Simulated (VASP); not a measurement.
# CoO (Fm-3m) in VASP: a series of runs

CoO is run at these levels: PBE+U; tasks: single point.

Program: VASP 6.6.1. These are calculated values, not measurements. Logs are shortened: lines on timing, memory, paths and dates and some standing lists are left out, and cuts for length are marked.

## (1) The cell of the first run

It takes space group Fm-3m (No. 225, cubic). The conventional cell has a = 4.326 Å, b = 4.326 Å, c = 4.326 Å, α = 90.00°, β = 90.00°, γ = 90.00°. Within 2.9 Å of Co (site symmetry m-3m) lie 6 O at 2.16 Å. Within 2.9 Å of O (site symmetry m-3m) lie 6 Co at 2.16 Å.

## (2) Single point, PBE+U, collinear spin, antiferromagnetic start

INCAR

```
PREC = Accurate ; ENCUT = 520
EDIFF = 1E-7 ; ISMEAR = 0
SIGMA = 0.05 ; LREAL = False
LASPH = True ; NELM = 150
ALGO = Normal ; ISIF = 2
LWAVE = False ; LCHARG = True
ISPIN = 2 ; MAGMOM = 3 -3 0 0
LORBIT = 11 ; LMAXMIX = 4
LDAU = True ; LDAUTYPE = 2
LDAUL = 2 -1 ; LDAUU = 3.3 0
LDAUJ = 0 0 ; LDAUPRINT = 1
GGA = PE ; LELF = True
LVHAR = True ; NBANDS = 27
```

KPOINTS

```
regular mesh
0
Gamma
  5 5 3
```

POSCAR

```
CoO
1.0
    0.0000000000      2.1628257030     -2.1628257030
    0.0000000000      2.1628257030      2.1628257030
    4.3256514060      0.0000000000      0.0000000000
Co O
2 2
Direct
    0.0000000000      0.0000000000      0.0000000000
    0.5000000000      0.5000000000      0.5000000000
    0.0000000000      1.0000000000      0.5000000000
    0.5000000000      1.5000000000      1.0000000000
```

Potentials or basis: VASP PAW PBE potentials, release 64 (Co, O).

Launch:

```bash
> cat potpaw_PBE.64/Co/POTCAR potpaw_PBE.64/O/POTCAR > POTCAR
> mpirun -np 1 vasp_std > vasp.out
```

OUTCAR:

```text
PREC = Accurate
   ENCUT = 520
   EDIFF = 1E-7
   ISMEAR = 0
   LREAL = False
   LASPH = True
   NELM = 150
   ISIF = 2
   ISPIN = 2
   LORBIT = 11
   GGA = PE

 ion  position               nearest neighbor table
   1  0.000  0.000  0.000-   3 2.16   4 2.16   3 2.16   4 2.16   4 2.16   4 2.16   2 3.06   2 3.06
                             2 3.06   2 3.06   2 3.06   2 3.06   2 3.06   2 3.06
   2  0.500  0.500  0.500-   3 2.16   4 2.16   4 2.16   3 2.16   3 2.16   3 2.16   1 3.06   1 3.06
                             1 3.06   1 3.06   1 3.06   1 3.06   1 3.06   1 3.06
   3  0.000  0.000  0.500-   1 2.16   2 2.16   1 2.16   2 2.16   2 2.16   2 2.16
   4  0.500  0.500  0.000-   1 2.16   2 2.16   2 2.16   1 2.16   1 2.16   1 2.16

  LATTYP: Found a simple tetragonal cell.
 ALAT       =     3.0586974422
 C/A-ratio  =     1.4142135624

  Lattice vectors:

 A1 = (   0.0000000000,   2.1628257030,  -2.1628257030)
 A2 = (   0.0000000000,   2.1628257030,   2.1628257030)
 A3 = (   4.3256514060,   0.0000000000,   0.0000000000)

Analysis of symmetry for initial positions (statically):
=====================================================================
 Subroutine PRICEL returns following result:

  LATTYP: Found a face centered cubic cell.
 ALAT       =     4.3256514060
[... 12 lines left out ...]
 Subroutine GETGRP returns: Found 16 space group operations
 (whereof 16 operations were pure point group operations)
 out of a pool of 16 trial point group operations.

The static configuration has the point symmetry D_4h.

Analysis of symmetry for dynamics (positions and initial velocities):
=====================================================================
 Subroutine PRICEL returns following result:

  LATTYP: Found a face centered cubic cell.
 ALAT       =     4.3256514060
[... 12 lines left out ...]
 Subroutine GETGRP returns: Found 16 space group operations
 (whereof 16 operations were pure point group operations)
 out of a pool of 16 trial point group operations.

The dynamic configuration has the point symmetry D_4h.

Analysis of structural, dynamic, and magnetic symmetry:
=====================================================================
 Subroutine PRICEL returns following result:

  LATTYP: Found a face centered cubic cell.
 ALAT       =     4.3256514060
[... 12 lines left out ...]
 Subroutine GETGRP returns: Found 16 space group operations
 (whereof 16 operations were pure point group operations)
 out of a pool of 16 trial point group operations.

The overall configuration has the point symmetry D_4h.

 Subroutine INISYM returns: Found 16 space group operations
 (whereof 16 operations are pure point group operations),
 and found     2 'primitive' translations

----------------------------------------------------------------------------------------

                                     Primitive cell

  volume of cell :      20.2346

  direct lattice vectors                    reciprocal lattice vectors
    -2.162825703 -2.162825703  0.000000000    -0.231179054 -0.231179054  0.231179054
    -2.162825703  0.000000000 -2.162825703    -0.231179054  0.231179054 -0.231179054
    -0.000000000 -2.162825703 -2.162825703     0.231179054 -0.231179054 -0.231179054

[... 138 lines left out ...]
  o =  0.1042  v =  0.0000  0.0000  0.0000  0.0000  0.0000  0.0000  0.0000 -0.5000 -0.0000  0.8660      0.0000  0.0000  0.0000  0.0000  0.0000  0.0000  0.0000  0.0000  0.0000  0.0000
  o =  0.1481  v =  0.0000  0.0000  0.0000  0.0000  0.0000  0.0000 -0.0000  0.8660  0.0000  0.5000      0.0000  0.0000  0.0000  0.0000  0.0000  0.0000  0.0000  0.0000  0.0000  0.0000
  o =  0.9599  v =  0.0000  0.0000  0.0000  0.0000  0.0000  1.0000  0.0000  0.0000  0.0000  0.0000      0.0000  0.0000  0.0000  0.0000  0.0000  0.0000  0.0000  0.0000  0.0000  0.0000
  o =  0.9599  v =  0.0000  0.0000  0.0000  0.0000  0.0000  0.0000 -0.0000 -0.0000 -1.0000  0.0000      0.0000  0.0000  0.0000  0.0000  0.0000  0.0000  0.0000  0.0000  0.0000  0.0000
  o =  0.9662  v =  0.0000  0.0000  0.0000 -1.0000 -0.0000  0.0000  0.0000  0.0000  0.0000  0.0000      0.0000  0.0000  0.0000  0.0000  0.0000  0.0000  0.0000  0.0000  0.0000  0.0000
  o =  0.9662  v =  1.0000  0.0000  0.0000  0.0000  0.0000  0.0000  0.0000  0.0000  0.0000  0.0000      0.0000  0.0000  0.0000  0.0000  0.0000  0.0000  0.0000  0.0000  0.0000  0.0000
  o =  0.9694  v =  0.0000 -1.0000  0.0000 -0.0000 -0.0000  0.0000  0.0000  0.0000  0.0000  0.0000      0.0000  0.0000  0.0000  0.0000  0.0000  0.0000  0.0000  0.0000  0.0000  0.0000
  o =  1.0059  v =  0.0000  0.0000  0.5000  0.0000 -0.8660  0.0000  0.0000  0.0000  0.0000  0.0000      0.0000  0.0000  0.0000  0.0000  0.0000  0.0000  0.0000  0.0000  0.0000  0.0000
  o =  1.0078  v =  0.0000  0.0000  0.8660 -0.0000  0.5000  0.0000  0.0000  0.0000  0.0000  0.0000      0.0000  0.0000  0.0000  0.0000  0.0000  0.0000  0.0000  0.0000  0.0000  0.0000

atom =   2  type =  1  l = 2

 onsite density matrix

spin component  1

  0.9599 -0.0000  0.0000 -0.0000 -0.0000
 -0.0000  0.0367 -0.0000  0.0000 -0.0000
  0.0000 -0.0000  0.1371 -0.0000  0.0190
 -0.0000  0.0000 -0.0000  0.9599  0.0000
 -0.0000 -0.0000  0.0190  0.0000  0.1152

spin component  2

  0.9662 -0.0000 -0.0000 -0.0000 -0.0000
 -0.0000  0.9694 -0.0000  0.0000 -0.0000
 -0.0000 -0.0000  1.0073 -0.0000  0.0008
 -0.0000  0.0000 -0.0000  0.9662  0.0000
 -0.0000 -0.0000  0.0008  0.0000  1.0064

 occupancies and eigenvectors

  o =  0.0367  v =  0.0000  1.0000  0.0000  0.0000  0.0000  0.0000  0.0000  0.0000  0.0000  0.0000      0.0000  0.0000  0.0000  0.0000  0.0000  0.0000  0.0000  0.0000  0.0000  0.0000
  o =  0.1042  v =  0.0000  0.0000  0.5000  0.0000 -0.8660  0.0000  0.0000  0.0000  0.0000  0.0000      0.0000  0.0000  0.0000  0.0000  0.0000  0.0000  0.0000  0.0000  0.0000  0.0000
  o =  0.1481  v =  0.0000 -0.0000  0.8660 -0.0000  0.5000  0.0000  0.0000  0.0000  0.0000  0.0000      0.0000  0.0000  0.0000  0.0000  0.0000  0.0000  0.0000  0.0000  0.0000  0.0000
  o =  0.9599  v =  0.0000 -0.0000  0.0000  1.0000 -0.0000  0.0000  0.0000  0.0000  0.0000  0.0000      0.0000  0.0000  0.0000  0.0000  0.0000  0.0000  0.0000  0.0000  0.0000  0.0000
  o =  0.9599  v =  1.0000  0.0000  0.0000  0.0000  0.0000  0.0000  0.0000  0.0000  0.0000  0.0000      0.0000  0.0000  0.0000  0.0000  0.0000  0.0000  0.0000  0.0000  0.0000  0.0000
  o =  0.9662  v =  0.0000  0.0000  0.0000  0.0000  0.0000  1.0000  0.0000  0.0000  0.0000  0.0000      0.0000  0.0000  0.0000  0.0000  0.0000  0.0000  0.0000  0.0000  0.0000  0.0000
  o =  0.9662  v =  0.0000  0.0000  0.0000  0.0000  0.0000  0.0000 -0.0000  0.0000 -1.0000  0.0000      0.0000  0.0000  0.0000  0.0000  0.0000  0.0000  0.0000  0.0000  0.0000  0.0000
  o =  0.9694  v =  0.0000  0.0000  0.0000  0.0000  0.0000  0.0000 -1.0000 -0.0000  0.0000 -0.0000      0.0000  0.0000  0.0000  0.0000  0.0000  0.0000  0.0000  0.0000  0.0000  0.0000
  o =  1.0059  v =  0.0000  0.0000  0.0000  0.0000  0.0000  0.0000 -0.0000  0.5000  0.0000 -0.8660      0.0000  0.0000  0.0000  0.0000  0.0000  0.0000  0.0000  0.0000  0.0000  0.0000
  o =  1.0078  v =  0.0000  0.0000  0.0000  0.0000  0.0000  0.0000 -0.0000  0.8660  0.0000  0.5000      0.0000  0.0000  0.0000  0.0000  0.0000  0.0000  0.0000  0.0000  0.0000  0.0000

 number of electron      30.0000008 magnetization      -0.0000000

 Free energy of the ion-electron system (eV)
  ---------------------------------------------------
  ext. energy  EPLUGINS =         0.00000000
  ---------------------------------------------------
  free energy    TOTEN  =       -23.78614451 eV

  energy without entropy =      -23.78614451  energy(sigma->0) =      -23.78614451

 E-fermi :   6.8355     XC(G=0): -12.0893

 val. band max:        6.5912486842   @ k =   0.4000   0.0000   0.3333
 cond. band min:       7.3149803171   @ k =   0.0000   0.0000   0.3333
 fundamental gap:      0.7237316330
 Fermi energy:         6.8354820948

 spin component 1

 k-point     1 :       0.0000    0.0000    0.0000
  band No.  band energies     occupation
      1     -12.0435      1.00000
      2     -10.8410      1.00000
      3       1.1860      1.00000
      4       1.3562      1.00000
      5       1.8982      1.00000
      6       3.0513      1.00000
[... 349 lines left out ...]
     26      21.8739      0.00000
     27      25.1128      0.00000
 Fermi energy:         6.8354820948

 spin component 2

 k-point     1 :       0.0000    0.0000    0.0000
  band No.  band energies     occupation
      1     -12.0435      1.00000
      2     -10.8410      1.00000
      3       1.1860      1.00000
      4       1.3562      1.00000
      5       1.8982      1.00000
      6       3.0513      1.00000
[... 349 lines left out ...]
     26      21.8739      0.00000
     27      25.1129      0.00000

------------------------ aborting loop because EDIFF is reached ----------------------------------------

  FORCE on cell =-STRESS in cart. coord.  units (eV):
  Direction    XX          YY          ZZ          XY          YZ          ZX
  --------------------------------------------------------------------------------------
  -------------------------------------------------------------------------------------
  Total        1.2897306     -1.8215914     -1.8215914     -0.0000000      0.0000000      0.0000000
  in kB       51.0604977    -72.1168890    -72.1168890     -0.0000000      0.0000000      0.0000000
  external PRESSURE =     -31.0577601 kB  Pullay stress =       0.0000000 kB

 VOLUME and BASIS-vectors are now :
 -----------------------------------------------------------------------------
  energy-cutoff  :      520.00
  volume of cell :       40.47
      direct lattice vectors                 reciprocal lattice vectors
     0.000000000  2.162825703 -2.162825703     0.000000000  0.231179054 -0.231179054
     0.000000000  2.162825703  2.162825703     0.000000000  0.231179054  0.231179054
     4.325651406  0.000000000  0.000000000     0.231179054  0.000000000  0.000000000

 POSITION                                       TOTAL-FORCE (eV/Angst)
 -----------------------------------------------------------------------------------
      0.00000      0.00000      0.00000         0.000000      0.000000     -0.000000
      2.16283      2.16283      0.00000         0.000000      0.000000     -0.000000
      2.16283      0.00000      0.00000        -0.000000     -0.000000      0.000000
      0.00000      2.16283      0.00000        -0.000000     -0.000000     -0.000000
 -----------------------------------------------------------------------------------
    total drift:                               -0.000000     -0.000000     -0.000000

  FREE ENERGIE OF THE ION-ELECTRON SYSTEM (eV)
  ---------------------------------------------------
  free  energy   TOTEN  =       -23.7861445133 eV

  energy  without entropy=      -23.7861445133  energy(sigma->0) =      -23.78614451

 total charge

# of ion       s       p       d       tot
------------------------------------------
    1        0.291   0.338   7.102   7.731
    2        0.291   0.338   7.102   7.731
    3        1.551   3.439   0.000   4.990
    4        1.551   3.439   0.000   4.990
--------------------------------------------------
tot          3.684   7.554  14.204  25.442

 magnetization (x)

# of ion       s       p       d       tot
------------------------------------------
    1        0.025   0.021   2.705   2.751
    2       -0.025  -0.021  -2.705  -2.751
    3       -0.009  -0.105   0.000  -0.113
    4        0.009   0.105   0.000   0.113
--------------------------------------------------
tot          0.000   0.000   0.000   0.000
```

It took 22 s on 1 thread of Intel Xeon Platinum 8375C at 2.90GHz (Ice Lake), shared host; peak memory 0.16 GiB.

Results:

```
Free energy                                           : -23.7861 eV
Pressure                                              : -3.1 GPa
Band gap on the k mesh                                : 0.72 eV
Net moment                                            : 0.00 μB per cell
Site moments                                          : Co +2.75, -2.75; O -0.11, +0.11 μB
Valence electrons inside the program's atomic spheres : Co 7.73; O 4.99
```

Stress tensor (GPa, compression positive):
```
 5.11  0.00  0.00
 0.00 -7.21  0.00
 0.00  0.00 -7.21
```

Levels at points of the mesh, in eV from the valence-band top:
Spin up:
```
           k point  band 13  band 14  band 15  band 16  band 17  band 18
(0.00, 0.00, 0.00)    -1.59    -1.20    -1.20     0.74     1.56     1.80
```
Spin down:
| k point | band 12 | band 13 | band 14 | band 15 | band 16 | band 17 | band 18 | band 19 |
| --- | --- | --- | --- | --- | --- | --- | --- | --- |
| (0.00, 0.00, 0.00) | -1.75 | -1.59 | -1.20 | -1.20 | 0.74 | 1.56 | 1.80 | 3.20 |

Eigenvalues of the final occupation matrices:
| site | spin | trace | eigenvalues |
| --- | --- | --- | --- |
| site 1 d | 1 | 4.92 | 0.97 0.97 0.97 1.01 1.01 |
| site 1 d | 2 | 2.21 | 0.04 0.10 0.15 0.96 0.96 |
| site 2 d | 1 | 2.21 | 0.04 0.10 0.15 0.96 0.96 |
| site 2 d | 2 | 4.92 | 0.97 0.97 0.97 1.01 1.01 |

Caveat: the k points lie up to 0.48 Å⁻¹ apart. A k mesh can miss the band edges.

## (3) Single point, PBE+U, collinear spin, antiferromagnetic start

INCAR

```
PREC = Accurate ; ENCUT = 600
EDIFF = 1E-6 ; ISMEAR = 0
SIGMA = 0.05 ; LREAL = False
LASPH = True ; NELM = 200
ALGO = Normal ; ISIF = 2
LWAVE = False ; LCHARG = True
ISPIN = 2 ; MAGMOM = 3 -3 0 0
LORBIT = 11 ; LMAXMIX = 4
LDAU = True ; LDAUTYPE = 2
LDAUL = 2 -1 ; LDAUU = 3.3 0
LDAUJ = 0 0 ; LDAUPRINT = 1
GGA = PE ; LELF = True
LVHAR = True ; NBANDS = 35
GGA_COMPAT = False
```

KPOINTS is that of step 2.

POSCAR is that of step 2.

Potentials or basis: VASP PAW PBE potentials, release 64 (Co_sv, O).

Launch:

```bash
> cat potpaw_PBE.64/Co_sv/POTCAR potpaw_PBE.64/O/POTCAR > POTCAR
> mpirun -np 1 vasp_std > vasp.out
```

It took 18 s on 1 thread of Intel Xeon 6975P-C (Granite Rapids), shared host; peak memory 0.18 GiB.

The run converged. Its results:

```
Free energy                                           : -23.1578 eV
Pressure                                              : -3.7 GPa
Band gap on the k mesh                                : 0.60 eV
Net moment                                            : 0.00 μB per cell
Site moments                                          : Co +2.67, -2.67; O -0.11, +0.11 μB
Valence electrons inside the program's atomic spheres : Co 14.87; O 4.99
```

Stress tensor (GPa, compression positive):
```
 4.53  0.00  0.00
 0.00 -7.74  0.00
 0.00  0.00 -7.74
```

Levels at points of the mesh, in eV from the valence-band top:
Spin up:
| k point | band 21 | band 22 | band 23 | band 24 | band 25 | band 26 |
| --- | --- | --- | --- | --- | --- | --- |
| (0.00, 0.00, 0.00) | -1.79 | -1.01 | -1.01 | 0.62 | 1.60 | 1.67 |
Spin down:
```tsv
k point	band 21	band 22	band 23	band 24	band 25	band 26
(0.00, 0.00, 0.00)	-1.79	-1.01	-1.01	0.62	1.60	1.67
```

Eigenvalues of the final occupation matrices:
```tsv
site	spin	trace	eigenvalues
site 1 d	1	4.67	0.92 0.92 0.93 0.95 0.95
site 1 d	2	2.02	0.03 0.07 0.11 0.91 0.91
site 2 d	1	2.02	0.03 0.07 0.11 0.91 0.91
site 2 d	2	4.67	0.92 0.92 0.93 0.95 0.95
```

Caveat: the k points lie up to 0.48 Å⁻¹ apart. The state reached can hang on the start; a lower one may exist.
